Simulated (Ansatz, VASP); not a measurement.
**TiSn: VASP beside Ansatz**

File INCAR:

```
PREC = Accurate
ENCUT = 520
EDIFF = 1E-7
ISMEAR = -1
SIGMA = 0.05
LREAL = False
LASPH = True
NELM = 80
ALGO = Fast
ISIF = 2
LWAVE = False
LCHARG = True
GGA = RP
LELF = True
LVHAR = True
NBANDS = 20
```

The input KPOINTS:

```
regular mesh
0
Gamma
  5 5 5
```

The input POSCAR:

```
TiSn
1.0
    0.0000000000      2.8005500000      2.8005500000
    2.8005500000      0.0000000000      2.8005500000
    2.8005500000      2.8005500000      0.0000000000
Ti Sn
1 1
Direct
    0.0000000000      0.0000000000      0.0000000000
    0.5000000000      0.5000000000      0.5000000000
```

File input.yaml:

```yaml
crystal:
  lattice:
    - [0.0, 2.80055, 2.80055]
    - [2.80055, 0.0, 2.80055]
    - [2.80055, 2.80055, 0.0]
  atoms:
    - { symbol: Ti, position: [0.0, 0.0, 0.0] }
    - { symbol: Sn, position: [0.5, 0.5, 0.5] }
hamiltonian:
  xc: rpbe
  pseudopotentials: { kind: paw }
kpoints:
  mp_grid: { grid: [5, 5, 5] }
  band_path:
    path:
      - [[0.0, 0.0, 0.0], [0.5, 0.0, 0.5], [0.5, 0.25, 0.75], [0.375, 0.375, 0.75], [0.0, 0.0, 0.0], [0.5, 0.5, 0.5], [0.625, 0.25, 0.625], [0.5, 0.25, 0.75], [0.5, 0.5, 0.5], [0.375, 0.375, 0.75]]
      - [[0.625, 0.25, 0.625], [0.5, 0.0, 0.5]]
    npoints: 14
scf:
  occupations: { method: fermi_dirac, width: 0.05 }
  n_extra_bands: 6
output:
  forces: true
  stress: true
  eigenvalues: true
  fatbands: false
  write_density: true
  write_potential: true
  elf: true
  volumetric_format: npy
```

Alike in both runs: functional RPBE; k mesh 5 × 5 × 5; occupations fermi-dirac, width 0.05 eV; no spin polarisation.

|  | VASP | Ansatz |
| --- | --- | --- |
| version | VASP 6.6.1 | Ansatz 0.2.0 |
| potentials or method | VASP PAW PBE potentials, release 64 (Ti_sv, Sn_d) | Ansatz PAW |
| plane-wave cutoff (eV) | 520 | 420 |
| valence electrons in the cell | 26 | 26 |
| task | single point | band structure |

```tsv
	VASP	Ansatz	Ansatz less VASP
gap on the k mesh at the Fermi level (eV)	none	none	-
pressure (GPa)	2.2	2.3	+0.01
```

VASP's potentials were made for PBE, not for RPBE. A gap of «none» marks a metal or a gap that the smearing closes.

The k mesh is coarse, so the values compare programs but aren't converged.
